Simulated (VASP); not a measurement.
Ni, 1 atom in the cell. It takes space group Fm-3m (No. 225, cubic). The conventional cell has a = 3.524 Å, b = 3.524 Å, c = 3.524 Å, α = 90.00°, β = 90.00°, γ = 90.00°. Ni (site symmetry m-3m) has 12 Ni at 2.49 Å within 3.3 Å. 

```yaml
Program: VASP 6.6.1
Task: relaxation of cell and atoms
Functional: PBEsol
Potentials_or_basis: VASP PAW PBE potentials, release 64 (Ni)
Cutoff: 600 eV
k_mesh: 10 × 10 × 10
Occupations: gaussian, width 0.05 eV
Spin: collinear spin, ferromagnetic start
Starting_moments: "[1.5] μB"
Dipole_correction: no
Further_INCAR_settings: ALGO = Normal; EDIFF = 1e-06; IBRION = 2; EDIFFG = -0.02; NSW = 80; ISIF = 3
```

Potentials or basis: VASP PAW PBE potentials, release 64 (Ni).

Run with:

```sh
$ cat potpaw_PBE.64/Ni/POTCAR > POTCAR
$ mpirun -np 1 vasp_std > vasp.out
```

Hardware: 1 thread of AMD EPYC 7R43 64-Core Processor (Zen 3), on a shared host.

Problem. How long does it take, and how much memory?

Solution. It took 43 s on 1 thread of AMD EPYC 7R43 64-Core Processor (Zen 3), on a shared host, peak memory 0.11 GiB. Counts: scf iterations 32, k points 47, ion steps 3.
